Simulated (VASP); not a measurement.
# SiB5 (P6/mmm) in VASP: single point with PBE

Aim: the single point of SiB5 with PBE.

Program: VASP 6.6.1. These are calculated values, not measurements. Logs are shortened: lines on timing, memory, paths and dates and some standing lists are left out, and cuts for length are marked.

## 1. The cell of the first run

The structure is hexagonal, space group P6/mmm (No. 191). The conventional cell has a = 3.514 Å, b = 3.514 Å, c = 4.806 Å, α = 90.00°, β = 90.00°, γ = 120.00°. Within 2.7 Å of Si (site symmetry 6/mmm) lie 6 B at 2.03 Å. Within 2.3 Å of B (site symmetry mmm) lie 4 B at 1.76 Å. B (site symmetry -6m2) has 9 B at 2.03 to 2.61 Å and 3 Si at 2.03 Å within 2.7 Å.

## 2. Single point, PBE

INCAR reads:

```
SYSTEM = SiB5
PREC     = Accurate       ! precision mode
ENCUT    = 500            ! plane-wave cutoff, eV
EDIFF    = 1E-6           ! SCF threshold, eV
ISMEAR   = 0              ! smearing method
SIGMA    = 0.2            ! smearing width, eV
LREAL    = .FALSE.        ! projectors in reciprocal space
LASPH    = .TRUE.         ! aspherical terms in the spheres
NELM     = 120            ! most SCF steps
ALGO     = Normal         ! electronic algorithm
ISIF     = 2              ! what is computed and relaxed
LWAVE    = .FALSE.        ! write WAVECAR
LCHARG   = .FALSE.        ! write CHGCAR
GGA      = PE             ! functional
NBANDS   = 18             ! bands
GGA_COMPAT= .FALSE.
```

KPOINTS reads:

```
regular mesh
0
G
  5 5 4
  0 0 0
```

POSCAR reads:

```
SiB5
1.0
    3.5137329229      0.0000000000      0.0000000000
   -1.7568664614      3.0429819733      0.0000000000
    0.0000000000      0.0000000000      4.8057079743
Si B
1 5
Direct
    0.0000000000      0.0000000000      0.0000000000
    0.5000000000      0.0000000000      0.5000000000
    0.5000000000      0.5000000000      0.5000000000
    0.0000000000      0.5000000000      0.5000000000
    0.3333333333      0.6666666667      0.0000000000
    0.6666666667      0.3333333333      0.0000000000
```

Potentials or basis: VASP PAW PBE potentials, release 64 (Si, B).

Launch:

```
> cat potpaw_PBE.64/Si/POTCAR potpaw_PBE.64/B/POTCAR > POTCAR
> mpirun -np 1 vasp_std > vasp.out
```

OUTCAR:

```text
SYSTEM = SiB5
   PREC = Accurate
   ENCUT = 500
   EDIFF = 1E-6
   ISMEAR = 0
   LREAL = .FALSE.
   LASPH = .TRUE.
   NELM = 120
   ISIF = 2
   GGA = PE

 ion  position               nearest neighbor table
   1  0.000  0.000  0.000-   5 2.03   6 2.03   5 2.03   6 2.03   6 2.03   5 2.03
   2  0.500  0.000  0.500-   3 1.76   3 1.76   4 1.76   4 1.76
   3  0.500  0.500  0.500-   2 1.76   2 1.76   4 1.76   4 1.76
   4  0.000  0.500  0.500-   2 1.76   2 1.76   3 1.76   3 1.76
   5  0.333  0.667  0.000-   6 2.03   1 2.03   6 2.03   1 2.03   1 2.03   6 2.03
   6  0.667  0.333  0.000-   5 2.03   1 2.03   5 2.03   1 2.03   1 2.03   5 2.03

  LATTYP: Found a hexagonal cell.
 ALAT       =     3.5137329229
 C/A-ratio  =     1.3676930147

  Lattice vectors:

 A1 = (   3.5137329229,   0.0000000000,   0.0000000000)
 A2 = (  -1.7568664614,   3.0429819733,   0.0000000000)
 A3 = (   0.0000000000,   0.0000000000,   4.8057079743)

Analysis of symmetry for initial positions (statically):
=====================================================================
 Subroutine PRICEL returns:
 Original cell was already a primitive cell.

 Routine SETGRP: Setting up the symmetry group for a
 hexagonal supercell.

 Subroutine GETGRP returns: Found 24 space group operations
 (whereof 24 operations were pure point group operations)
 out of a pool of 24 trial point group operations.

The static configuration has the point symmetry D_6h.

Analysis of symmetry for dynamics (positions and initial velocities):
=====================================================================
 Subroutine PRICEL returns:
 Original cell was already a primitive cell.

 Routine SETGRP: Setting up the symmetry group for a
 hexagonal supercell.

 Subroutine GETGRP returns: Found 24 space group operations
 (whereof 24 operations were pure point group operations)
 out of a pool of 24 trial point group operations.

The dynamic configuration has the point symmetry D_6h.

 Subroutine INISYM returns: Found 24 space group operations
 (whereof 24 operations are pure point group operations),
 and found     1 'primitive' translations

----------------------------------------------------------------------------------------

                                     Primitive cell

  volume of cell :      51.3837

  direct lattice vectors                    reciprocal lattice vectors
     3.513732923  0.000000000  0.000000000     0.284597612  0.164312508  0.000000000
    -1.756866461  3.042981973  0.000000000     0.000000000  0.328625016  0.000000000
     0.000000000  0.000000000  4.805707974     0.000000000  0.000000000  0.208085886

  length of vectors
     3.513732923  3.513732923  4.805707974     0.328625016  0.328625016  0.208085886

  position of ions in fractional coordinates (direct lattice)
     0.000000000  0.000000000  0.000000000
     0.500000000  0.000000000  0.500000000
     0.500000000  0.500000000  0.500000000
     0.000000000  0.500000000  0.500000000
     0.333333333  0.666666667  0.000000000
     0.666666667  0.333333333  0.000000000

  ion indices of the primitive-cell ions
   primitive index   ion index
                 1           1
                 2           2
                 3           3
                 4           4
                 5           5
                 6           6

----------------------------------------------------------------------------------------

 KPOINTS: regular mesh

Automatic generation of k-mesh.
 Grid dimensions read from file:
 generate k-points for:    5    5    4

 Generating k-lattice:

  Cartesian coordinates                     Fractional coordinates (reciprocal lattice)
     0.056919522  0.032862502  0.000000000     0.200000000  0.000000000  0.000000000
     0.000000000  0.065725003  0.000000000     0.000000000  0.200000000  0.000000000
     0.000000000  0.000000000  0.052021471     0.000000000  0.000000000  0.250000000

  Length of vectors
     0.065725003  0.065725003  0.052021471

  Shift w.r.t. Gamma in fractional coordinates (k-lattice)
     0.000000000  0.000000000  0.000000000

 Subroutine IBZKPT returns following result:
 ===========================================

 Found     15 irreducible k-points:

 Following reciprocal coordinates:
            Coordinates               Weight
  0.000000  0.000000  0.000000      1.000000
  0.200000  0.000000  0.000000      6.000000
  0.400000  0.000000  0.000000      6.000000
  0.200000  0.200000  0.000000      6.000000
  0.400000  0.200000  0.000000      6.000000
  0.000000  0.000000  0.250000      2.000000
  0.200000  0.000000  0.250000     12.000000
  0.400000  0.000000  0.250000     12.000000
  0.200000  0.200000  0.250000     12.000000
  0.400000  0.200000  0.250000     12.000000
  0.000000  0.000000  0.500000      1.000000
  0.200000  0.000000  0.500000      6.000000
  0.400000  0.000000  0.500000      6.000000
  0.200000  0.200000  0.500000      6.000000
  0.400000  0.200000  0.500000      6.000000
   k-points           NKPTS =     15   k-points in BZ     NKDIM =     15   number of bands    NBANDS=     18
   number of dos      NEDOS =    301   number of ions     NIONS =      6
   total plane-waves  NPLWV =  28224
   dimension x,y,z NGX =    28 NGY =   28 NGZ =   36
   dimension x,y,z NGXF=    56 NGYF=   56 NGZF=   72
   ions per type =               1   5
   NGX,Y,Z   is equivalent  to a cutoff of  13.25, 13.25, 12.45 a.u.
   NGXF,Y,Z  is equivalent  to a cutoff of  26.50, 26.50, 24.91 a.u.
 SYSTEM =  SiB5
   PREC   = accura    normal or accurate (medium, high low for compatibility)
   ISTART =      0    job   : 0-new  1-cont  2-samecut
   ICHARG =      2    charge: 1-file 2-atom 10-const
   ISPIN  =      1    spin polarized calculation?
   LNONCOLLINEAR =      F non collinear calculations
   LSORBIT =      F    spin-orbit coupling
   LASPH  =      T    aspherical Exc in radial PAW
   ENCUT  =  500.0 eV  36.75 Ry    6.06 a.u.   6.41  6.41  8.76*2*pi/ulx,y,z
   NELM   =    120;   NELMIN=  2; NELMDL= -5     # of ELM steps
   EDIFF  = 0.1E-05   stopping-criterion for ELM
   LREAL  =      F    real-space projection
   EDIFFG = 0.1E-04   stopping-criterion for IOM
   NSW    =      0    number of steps for IOM
   IBRION =     -1    ionic relax: 0-MD 1-quasi-New 2-CG
   NFREE  =      0    steps in history (QN), initial steepest desc. (CG)
   ISIF   =      2    stress and relaxation
   ISYM   =      2    0-nonsym 1-usesym 2-fastsym
   POTIM  = 0.5000    time-step for ionic-motion
   TEBEG  =    0.0;   TEEND  =   0.0 temperature during run
   PSTRESS=    0.0 pullay stress
   NELECT =      19.0000    total number of electrons
   NUPDOWN=      -1.0000    fix difference up-down
   EMIN   =  10.00;   EMAX   =-10.00  energy-range for DOS
   EFERMI =   0.00;   METHOD = LEGACY
   ISMEAR =     0;   SIGMA  =   0.20  broadening in eV -4-tet -1-fermi 0-gaus
   EFERMI_NEDOS =   21; number of points for ismear=-14 and -15
   IALGO  =     38    algorithm
   IMIX   =      4    mixing-type and parameters
     AMIX     =   0.40;   BMIX     =  1.00
     AMIX_MAG =   1.60;   BMIX_MAG =  1.00
  volume/ion in A,a.u.               =       8.56        57.79
  Fermi-wavevector in a.u.,A,eV,Ry     =   1.175035  2.220494 18.785668  1.380708
  Thomas-Fermi vector in A             =   2.311422
   LORBIT       =      0    0 simple, 1 ext, 2 COOP (PROOUT), +10 PAW based schemes
   GGA     = PE    functional components
   LHFCALC =     F    Hartree Fock is set to
   AEXX    =    0.0000 exact exchange contribution
   IVDW    =     0    specifies the selected vdW correction
   LEPSILON=     F    determine dielectric tensor
   LRPA    =     F    only Hartree local field effects (RPA)
 non-spin polarized calculation
 Gauss-broadening in eV      SIGMA  =   0.20
  energy-cutoff  :      500.00
  volume of cell :       51.38
 maximum number of plane-waves:      1323
 NGX is ok and might be reduce to    28
   NGX = 13   NGY = 13   NGZ = 17

 number of electron      19.0000000 magnetization

 Free energy of the ion-electron system (eV)
  ---------------------------------------------------
  ext. energy  EPLUGINS =         0.00000000
  ---------------------------------------------------
  free energy    TOTEN  =       -31.82097059 eV

  energy without entropy =      -31.76772514  energy(sigma->0) =      -31.79434787

 E-fermi :   7.7743     XC(G=0): -11.6047

 val. band max:        7.7618910745   @ k =   0.2000   0.2000   0.2500
 cond. band min:       7.8432912345   @ k =   0.2000   0.2000   0.2500
 fundamental gap:      0.0814001601
 Fermi energy:         7.7742935863

 k-point     1 :       0.0000    0.0000    0.0000
  band No.  band energies     occupation
      1      -8.1486      2.00000
      2      -3.4343      2.00000
      3      -0.8608      2.00000
      4       0.9734      2.00000
      5       3.5449      2.00000
      6       3.5449      2.00000
[... 10 lines left out ...]
     17      13.2010      0.00000
     18      13.2010      0.00000

 k-point     2 :       0.2000    0.0000    0.0000
  band No.  band energies     occupation
      1      -7.6159      2.00000
      2      -3.0326      2.00000
      3      -0.3297      2.00000
      4      -0.2643      2.00000
      5       1.4379      2.00000
      6       1.7840      2.00000
[... 10 lines left out ...]
     17      12.5265      0.00000
     18      13.2529      0.00000

 k-point     3 :       0.4000    0.0000    0.0000
  band No.  band energies     occupation
      1      -6.0405      2.00000
      2      -3.5251      2.00000
      3      -1.7445      2.00000
      4      -0.1029      2.00000
      5       0.6662      2.00000
      6       1.4570      2.00000
[... 10 lines left out ...]
     17      14.8315      0.00000
     18      15.6338      0.00000

 k-point     4 :       0.2000    0.2000    0.0000
  band No.  band energies     occupation
      1      -6.5613      2.00000
      2      -2.3586      2.00000
      3      -1.8801      2.00000
      4      -0.8872      2.00000
      5       0.9025      2.00000
      6       0.9084      2.00000
[... 10 lines left out ...]
     17      14.6508      0.00000
     18      14.7977      0.00000

 k-point     5 :       0.4000    0.2000    0.0000
  band No.  band energies     occupation
      1      -4.6239      2.00000
      2      -4.3885      2.00000
      3      -2.0914      2.00000
      4      -0.8423      2.00000
      5      -0.1592      2.00000
      6       2.4829      2.00000
[... 10 lines left out ...]
     17      14.6416      0.00000
     18      16.9570      0.00000

 k-point     6 :       0.0000    0.0000    0.2500
  band No.  band energies     occupation
      1      -7.8873      2.00000
      2      -4.7331      2.00000
      3       0.9822      2.00000
      4       1.1467      2.00000
      5       3.5657      2.00000
      6       3.5657      2.00000
[... 118 lines left out ...]
 k-point    12 :       0.2000    0.0000    0.5000
  band No.  band energies     occupation
      1      -6.9381      2.00000
      2      -5.2516      2.00000
      3       0.2932      2.00000
      4       0.6899      2.00000
      5       1.9603      2.00000
      6       4.2727      2.00000
[... 10 lines left out ...]
     17      13.4539      0.00000
     18      13.5939      0.00000

 k-point    13 :       0.4000    0.0000    0.5000
  band No.  band energies     occupation
      1      -5.3360      2.00000
      2      -3.9235      2.00000
      3      -2.7237      2.00000
      4      -1.5809      2.00000
      5       0.8381      2.00000
      6       2.9795      2.00000
[... 10 lines left out ...]
     17      14.3419      0.00000
     18      15.6210      0.00000

 k-point    14 :       0.2000    0.2000    0.5000
  band No.  band energies     occupation
      1      -5.8666      2.00000
      2      -4.3392      2.00000
      3      -0.8561      2.00000
      4      -0.7967      2.00000
      5      -0.7044      2.00000
      6       2.1713      2.00000
[... 10 lines left out ...]
     17      14.5499      0.00000
     18      15.2881      0.00000

 k-point    15 :       0.4000    0.2000    0.5000
  band No.  band energies     occupation
      1      -3.8354      2.00000
      2      -3.6922      2.00000
      3      -3.0214      2.00000
      4      -2.1838      2.00000
      5      -1.3040      2.00000
      6       1.1068      2.00000
[... 10 lines left out ...]
     17      13.4622      0.00000
     18      17.1017      0.00000

------------------------ aborting loop because EDIFF is reached ----------------------------------------

  FORCE on cell =-STRESS in cart. coord.  units (eV):
  Direction    XX          YY          ZZ          XY          YZ          ZX
  --------------------------------------------------------------------------------------
  -------------------------------------------------------------------------------------
  Total        0.1318077      0.1318077     -0.0569048      0.0000000      0.0000000     -0.0000000
  in kB        4.1098477      4.1098477     -1.7743291      0.0000000      0.0000000     -0.0000000
  external PRESSURE =       2.1484555 kB  Pullay stress =       0.0000000 kB

 VOLUME and BASIS-vectors are now :
 -----------------------------------------------------------------------------
  energy-cutoff  :      500.00
  volume of cell :       51.38
      direct lattice vectors                 reciprocal lattice vectors
     3.513732923  0.000000000  0.000000000     0.284597612  0.164312508  0.000000000
    -1.756866461  3.042981973  0.000000000     0.000000000  0.328625016  0.000000000
     0.000000000  0.000000000  4.805707974     0.000000000  0.000000000  0.208085886

 POSITION                                       TOTAL-FORCE (eV/Angst)
 -----------------------------------------------------------------------------------
      0.00000      0.00000      0.00000        -0.000000      0.000000      0.000000
      1.75687      0.00000      2.40285        -0.000000      0.000000      0.000000
      0.87843      1.52149      2.40285        -0.000000      0.000000      0.000000
     -0.87843      1.52149      2.40285         0.000000      0.000000      0.000000
     -0.00000      2.02865      0.00000        -0.000000     -0.000000     -0.000000
      1.75687      1.01433      0.00000         0.000000      0.000000      0.000000
 -----------------------------------------------------------------------------------
    total drift:                                0.000000      0.000000      0.000000

  FREE ENERGIE OF THE ION-ELECTRON SYSTEM (eV)
  ---------------------------------------------------
  free  energy   TOTEN  =       -31.8209705910 eV

  energy  without entropy=      -31.7677251440  energy(sigma->0) =      -31.79434787
```

Wall time 6.8 s (1 thread of Intel Xeon 6975P-C (Granite Rapids), shared host); peak memory 0.16 GiB.

Results:

```
Free energy : -31.8210 eV
Pressure    : 0.2 GPa
```

Stress tensor (GPa, compression positive):
```
 0.41  0.00  0.00
 0.00  0.41  0.00
 0.00  0.00 -0.18
```

Levels at points of the mesh, in eV from the Fermi level:
| k point | band 8 | band 9 | band 10 | band 11 | band 12 | band 13 |
| --- | --- | --- | --- | --- | --- | --- |
| (0.00, 0.00, 0.00) | -3.25 | -0.59 | -0.59 | 2.32 | 2.39 | 2.79 |
| (0.00, 0.00, 0.50) | -2.56 | -2.56 | -1.72 | -1.72 | 1.49 | 2.76 |

Caveat: the k points lie up to 0.41 Å⁻¹ apart.
